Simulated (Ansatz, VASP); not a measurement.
**Be: VASP beside Ansatz**

```
CELL_PARAMETERS angstrom
2.28530 0.00000 0.00000
-1.14265 1.97913 0.00000
0.00000 0.00000 3.58420
ATOMIC_POSITIONS crystal
Be 0.33333 0.66667 0.25000
Be 0.66667 0.33333 0.75000
```

Alike in both runs: task relaxation of cell and atoms; functional PBEsol; k mesh 24 × 24 × 12; occupations gaussian, width 0.1 eV; no spin polarisation.

|  | VASP | Ansatz |
| --- | --- | --- |
| version | VASP 6.6.1 | Ansatz 0.2.0 |
| potentials or method | VASP PAW PBE potentials, release 64 (Be), cutoff 600 eV | scalar-relativistic, plane waves, PAW |
| valence electrons in the cell | 4 | 4 |

```tsv
	VASP	Ansatz	Ansatz less VASP
gap on the k mesh at the Fermi level, each at its own relaxed structure (eV)	none	none	-
relaxed volume (Å³/atom)	7.86	7.84	-0.019
relaxed cell length with the largest relative difference (Å)	2.259	2.257	-0.0018
```

VASP's potentials were made for PBE, not for PBEsol. A gap of «none» marks a metal or a gap that the smearing closes.
